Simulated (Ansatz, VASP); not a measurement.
This is a calculation of KBr for VASP 6.6.1.

Contents of INCAR:

```
ALGO = Normal ; EDIFF = 1E-6
ENCUT = 520 ; GGA = PE
ISIF = 2 ; ISMEAR = 0
LASPH = True ; LCHARG = False
LREAL = False ; LWAVE = False
NBANDS = 15 ; NELM = 100
PREC = Accurate ; SIGMA = 0.02
```

Contents of KPOINTS:

```
k-points
0
Gamma
  7 7 7
```

POSCAR

```
KBr
1.0
    0.0000000000      3.3000000000      3.3000000000
    3.3000000000      0.0000000000      3.3000000000
    3.3000000000      3.3000000000      0.0000000000
Br K
1 1
Direct
    0.5000000000      0.5000000000      0.5000000000
    0.0000000000      0.0000000000      0.0000000000
```

Potentials or basis: VASP PAW PBE potentials, release 64 (Br, K_sv).

Command:

```bash
$ cat potpaw_PBE.64/Br/POTCAR potpaw_PBE.64/K_sv/POTCAR > POTCAR
$ mpirun -np 1 vasp_std > vasp.out
```

**Question.** Set up the same calculation for Ansatz 0.2.0. Potentials there: all-electron LAPW, scalar-relativistic.

**Answer.** As run (the cutoff follows the program's own potentials):

The input input.yaml:

```yaml
crystal:
  lattice:
    - [0.0, 3.3, 3.3]
    - [3.3, 0.0, 3.3]
    - [3.3, 3.3, 0.0]
  atoms:
    - { symbol: Br, position: [0.5, 0.5, 0.5] }
    - { symbol: K, position: [0.0, 0.0, 0.0] }
kpoints:
  mp_grid: { grid: [7, 7, 7] }
scf:
  occupations: { method: gaussian, width: 0.02 }
hamiltonian:
  xc: pbe
  pseudopotentials: { kind: all_electron, lapw: { basis_error: 0.001 } }
output:
  forces: true
  stress: true
  eigenvalues: true
```

Potentials or basis: all-electron LAPW, scalar-relativistic.

Launch:

```sh
$ ansatz run input.yaml --threads 1 --pin off --max-ram 3072MiB --backend cpu --events-out ev --progress --plain --runs-dir out
```

Both were run:

|  | VASP | Ansatz | Ansatz less VASP |
| --- | --- | --- | --- |
| gap on the k mesh at the Fermi level (eV) | 4.43 | 4.44 | +0.001 |
| least direct gap on the mesh (eV) | 4.43 | 4.44 | +0.001 |
| pressure (GPa) | 0.8 | 0.7 | -0.04 |

Ansatz ran all-electron here, and VASP with PAW potentials.
